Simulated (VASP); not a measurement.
# TiNi (Pm-3m) in VASP: relaxation of cell and atoms with r2SCAN

Aim: the relaxation of cell and atoms of TiNi with r2SCAN.

Everything below comes from runs of VASP 6.6.1. Logs are shortened: lines on timing, memory, paths and dates and some standing lists are left out, and cuts for length are marked.

## 1. The cell of the first run

It takes space group Pm-3m (No. 221, cubic). Conventional cell: a = 2.802 Å, b = 2.802 Å, c = 2.802 Å, α = 90.00°, β = 90.00°, γ = 90.00°. Ti (site symmetry m-3m) has 8 Ni at 2.43 Å and 6 Ti at 2.80 Å within 3.2 Å. Within 3.2 Å of Ni (site symmetry m-3m) lie 8 Ti at 2.43 Å and 6 Ni at 2.80 Å.

## 2. Relaxation of cell and atoms, r2SCAN, target pressure 50 GPa, at which the enthalpy is minimised

File POSCAR:

```
TiNi
1.0
    2.8015820271      0.0000000000      0.0000000000
    0.0000000000      2.8015820271      0.0000000000
    0.0000000000      0.0000000000      2.8015820271
Ti Ni
1 1
Direct
    0.5000000000      0.5000000000      0.5000000000
    0.0000000000      0.0000000000      0.0000000000
```

File INCAR.step1:

```
PREC = Accurate
ENCUT = 600
ISMEAR = 0
SIGMA = 0.1
LREAL = F
LASPH = T
NELM = 60
GGA = PE
ALGO = Normal
EDIFF = 1E-4
LWAVE = T
LCHARG = F
```

File INCAR.step2:

```
PREC = Accurate
ENCUT = 600
EDIFF = 1E-6
ISMEAR = 0
SIGMA = 0.1
LREAL = F
LASPH = T
NELM = 60
ALGO = Normal
ISIF = 3
LWAVE = F
LCHARG = F
METAGGA = R2SCAN
LMIXTAU = T
IBRION = 2
NSW = 70
EDIFFG = -0.008
PSTRESS = 500.0
ISTART = 1
```

File KPOINTS:

```
Automatic mesh
0
Gamma
  16 16 16
```

Potentials or basis: VASP PAW PBE potentials, release 64 (Ti_sv, Ni).

The run is started by

```sh
$ cat potpaw_PBE.64/Ti_sv/POTCAR potpaw_PBE.64/Ni/POTCAR > POTCAR
$ cp INCAR.step1 INCAR
$ mpirun -np 1 vasp_std > vasp.out
$ cp INCAR.step2 INCAR
$ mpirun -np 1 vasp_std > vasp.out
```

OUTCAR:

```text
PREC = Accurate
   ENCUT = 600
   EDIFF = 1E-6
   ISMEAR = 0
   LREAL = F
   LASPH = T
   NELM = 60
   ISIF = 3
   METAGGA = R2SCAN
   IBRION = 2
   NSW = 70
   EDIFFG = -0.008
   PSTRESS = 500.0
   ISTART = 1

 ion  position               nearest neighbor table
   1  0.500  0.500  0.500-   2 2.43   2 2.43   2 2.43   2 2.43   2 2.43   2 2.43   2 2.43   2 2.43

   2  0.000  0.000  0.000-   1 2.43   1 2.43   1 2.43   1 2.43   1 2.43   1 2.43   1 2.43   1 2.43

  LATTYP: Found a simple cubic cell.
 ALAT       =     2.8015820271

  Lattice vectors:

 A1 = (   2.8015820271,   0.0000000000,   0.0000000000)
 A2 = (   0.0000000000,   2.8015820271,   0.0000000000)
 A3 = (   0.0000000000,   0.0000000000,   2.8015820271)

Analysis of symmetry for initial positions (statically):
=====================================================================
 Subroutine PRICEL returns:
 Original cell was already a primitive cell.

 Routine SETGRP: Setting up the symmetry group for a
 simple cubic supercell.

 Subroutine GETGRP returns: Found 48 space group operations
 (whereof 48 operations were pure point group operations)
 out of a pool of 48 trial point group operations.

The static configuration has the point symmetry O_h .

Analysis of symmetry for dynamics (positions and initial velocities):
=====================================================================
 Subroutine PRICEL returns:
 Original cell was already a primitive cell.

 Routine SETGRP: Setting up the symmetry group for a
 simple cubic supercell.

 Subroutine GETGRP returns: Found 48 space group operations
 (whereof 48 operations were pure point group operations)
 out of a pool of 48 trial point group operations.

The dynamic configuration has the point symmetry O_h .

 Subroutine INISYM returns: Found 48 space group operations
 (whereof 48 operations are pure point group operations),
 and found     1 'primitive' translations

----------------------------------------------------------------------------------------

                                     Primitive cell

  volume of cell :      21.9892

  direct lattice vectors                    reciprocal lattice vectors
     2.801582027  0.000000000  0.000000000     0.356941182  0.000000000  0.000000000
     0.000000000  2.801582027  0.000000000     0.000000000  0.356941182  0.000000000
     0.000000000  0.000000000  2.801582027     0.000000000  0.000000000  0.356941182
[... 103 lines left out ...]
     AMIX     =   0.40;   BMIX     =  1.00
     AMIX_MAG =   1.60;   BMIX_MAG =  1.00
  volume/ion in A,a.u.               =      10.99        74.20
  Fermi-wavevector in a.u.,A,eV,Ry     =   1.637366  3.094173 36.476767  2.680967
  Thomas-Fermi vector in A             =   2.728518
   LORBIT       =      0    0 simple, 1 ext, 2 COOP (PROOUT), +10 PAW based schemes
   METAGGA = R2SCAN    functional components
   LHFCALC =     F    Hartree Fock is set to
   AEXX    =    0.0000 exact exchange contribution
   IVDW    =     0    specifies the selected vdW correction
   LEPSILON=     F    determine dielectric tensor
   LRPA    =     F    only Hartree local field effects (RPA)
 conjugate gradient relaxation of ions
 non-spin polarized calculation
 Gauss-broadening in eV      SIGMA  =   0.10
  energy-cutoff  :      600.00
  volume of cell :       21.99
 maximum number of plane-waves:       756
 NGX is ok and might be reduce to    24
   NGX = 11   NGY = 11   NGZ = 11

--------------------------------------- Ionic step        1  -------------------------------------------

 number of electron      21.9999984 magnetization

 Free energy of the ion-electron system (eV)
  ---------------------------------------------------
  ext. energy  EPLUGINS =         0.00000000
  ---------------------------------------------------
  free energy    TOTEN  =       -24.93864183 eV

  energy without entropy =      -24.92939275  energy(sigma->0) =      -24.93401729

------------------------ aborting loop because EDIFF is reached ----------------------------------------

  FORCE on cell =-STRESS in cart. coord.  units (eV):
  Direction    XX          YY          ZZ          XY          YZ          ZX
  --------------------------------------------------------------------------------------
  -------------------------------------------------------------------------------------
  Total        6.9673586      6.9673586      6.9673586     -0.0000000      0.0000000      0.0000000
  in kB      507.6550592    507.6550592    507.6550592     -0.0000000      0.0000000      0.0000000
  external PRESSURE =       7.6550592 kB  Pullay stress =     500.0000000 kB
[... 63 lines left out ...]
--------------------------------------- Ionic step        3  -------------------------------------------

 number of electron      21.9999983 magnetization

 Free energy of the ion-electron system (eV)
  ---------------------------------------------------
  ext. energy  EPLUGINS =         0.00000000
  ---------------------------------------------------
  free energy    TOTEN  =       -24.95312605 eV

  energy without entropy =      -24.94386989  energy(sigma->0) =      -24.94849797

 E-fermi :  12.3024     XC(G=0): -14.7321

 val. band max:       12.2999626099   @ k =   0.3750   0.1875   0.0000
 cond. band min:      12.3262308167   @ k =   0.2500   0.0625   0.0625
 fundamental gap:      0.0262682068
 Fermi energy:        12.3024048030

 k-point     1 :       0.0000    0.0000    0.0000
  band No.  band energies     occupation
      1     -46.9475      2.00000
      2     -21.9211      2.00000
      3     -21.9211      2.00000
      4     -21.9211      2.00000
      5       3.1842      2.00000
      6       6.9953      2.00000
      7       6.9953      2.00000
      8       9.6532      2.00000
      9       9.6532      2.00000
     10       9.6532      2.00000
     11      12.9136      0.00000
     12      12.9136      0.00000
     13      15.7543      0.00000
     14      15.7543      0.00000
[... 401 lines left out ...]
      2     -22.5005      2.00000
      3     -21.9575      2.00000
      4     -21.8691      2.00000
      5       7.2025      2.00000
      6       7.8019      2.00000
      7       8.5514      2.00000
      8       9.3791      2.00000
      9       9.6043      2.00000
     10       9.7390      2.00000
     11      11.5062      2.00000
     12      11.6970      2.00000
     13      13.3819      0.00000
     14      13.4832      0.00000
     15      15.2645      0.00000

 [... further k-points ...]

------------------------ aborting loop because EDIFF is reached ----------------------------------------

  FORCE on cell =-STRESS in cart. coord.  units (eV):
  Direction    XX          YY          ZZ          XY          YZ          ZX
  --------------------------------------------------------------------------------------
  -------------------------------------------------------------------------------------
  Total        6.8616364      6.8616364      6.8616364      0.0000000      0.0000000      0.0000000
  in kB      498.9074679    498.9074679    498.9074679      0.0000000      0.0000000      0.0000000
  external PRESSURE =      -1.0925321 kB  Pullay stress =     500.0000000 kB
[... 21 lines left out ...]
  energy  without entropy=      -24.9438698869  energy(sigma->0) =      -24.94849797

  enthalpy is  TOTEN    =       -18.0764636771 eV   P V=        6.8766623731

 reached required accuracy - stopping structural energy minimisation
```

OSZICAR.step1:

```text
N       E                     dE             d eps       ncg     rms          rms(c)
DAV:   1     0.174753745934E+03    0.17475E+03   -0.12531E+04  5030   0.222E+03
DAV:   2    -0.775236215190E+00   -0.17553E+03   -0.17268E+03  5118   0.434E+02
DAV:   3    -0.146470609896E+02   -0.13872E+02   -0.13752E+02  8460   0.118E+02
DAV:   4    -0.151702775429E+02   -0.52322E+00   -0.52162E+00  5682   0.184E+01
DAV:   5    -0.151906936895E+02   -0.20416E-01   -0.20414E-01  7026   0.329E+00    0.166E+01
DAV:   6    -0.140946723933E+02    0.10960E+01   -0.14277E+01  5125   0.658E+01    0.872E+00
DAV:   7    -0.140284821191E+02    0.66190E-01   -0.11027E+01  6643   0.545E+01    0.107E+01
DAV:   8    -0.132794534443E+02    0.74903E+00   -0.39234E+00  6380   0.289E+01    0.189E+00
DAV:   9    -0.133104353044E+02   -0.30982E-01   -0.17213E-01  7072   0.602E+00    0.159E+00
DAV:  10    -0.132948903737E+02    0.15545E-01   -0.83327E-02  6567   0.478E+00    0.217E-01
DAV:  11    -0.132952079635E+02   -0.31759E-03   -0.39662E-03  5726   0.696E-01    0.557E-02
DAV:  12    -0.132951547201E+02    0.53243E-04   -0.19514E-04  4211   0.165E-01
   1 F= -.13295155E+02 E0= -.13289980E+02  d E =-.103497E-01
```

Run time: 3.3 min. Hardware: 1 thread of Intel Xeon 6975P-C (Granite Rapids), shared host; peak memory 0.21 GiB.

Results:

```yaml
Free_energy: -24.9531 eV
Relaxed_volume: 11.02 Å³/atom
Relaxed_cell: a = 2.804 Å, b = 2.804 Å, c = 2.804 Å, α = 90.00°, β = 90.00°, γ = 90.00°
Space_group_after_relaxing_to_0.1_Å: Pm-3m (No. 221)
Energy_change_on_relaxing_the_run_minimises_the_enthalpy: -7.2 meV/atom
Ionic_steps: 3
Pressure_after_relaxing: 49.9 GPa
Band_gap_on_the_k_mesh: zero (bands 11 and 12 overlap by 2.29 eV)
```

The path:
```csv
step,energy change (eV),largest force (eV/Å),pressure (GPa),volume (Å³)
1,0.0000,0.0000,50.77,21.99
2,-0.0517,0.0000,48.19,22.16
3,-0.0145,0.0000,49.89,22.04
```

Final structure:
```cif
data_structure
_symmetry_space_group_name_H-M 'P 1'
_symmetry_Int_Tables_number 1
_cell_length_a 2.8035
_cell_length_b 2.8035
_cell_length_c 2.8035
_cell_angle_alpha 90.000
_cell_angle_beta 90.000
_cell_angle_gamma 90.000
_cell_volume 22.04
loop_
_atom_site_label
_atom_site_type_symbol
_atom_site_fract_x
_atom_site_fract_y
_atom_site_fract_z
_atom_site_occupancy
Ti1 Ti 0.50000 0.50000 0.50000 1
Ni1 Ni 0.00000 0.00000 0.00000 1
```

Levels at points of the mesh, in eV from the Fermi level:
```tsv
k point	band 8	band 9	band 10	band 11	band 12	band 13	band 14	band 15
(0.00, 0.00, 0.00)	-2.65	-2.65	-2.65	0.61	0.61	3.45	3.45	3.45
(0.50, 0.00, 0.00)	-2.78	-2.78	-2.25	-1.08	-0.58	0.76	0.76	2.95
(0.50, 0.50, 0.00)	-3.70	-1.67	-0.88	0.66	0.66	1.24	3.03	3.03
(0.50, 0.50, 0.50)	-3.00	-3.00	-3.00	-1.63	-1.63	4.23	4.23	8.14
```

Caveat: the cell is relaxed towards a set pressure, so the run minimises the enthalpy, not the energy; the PAW data sets were made with another functional, which shifts forces and pressure a little. Spin polarisation is off, so any magnetic state and its effect on volume and gap are missing.
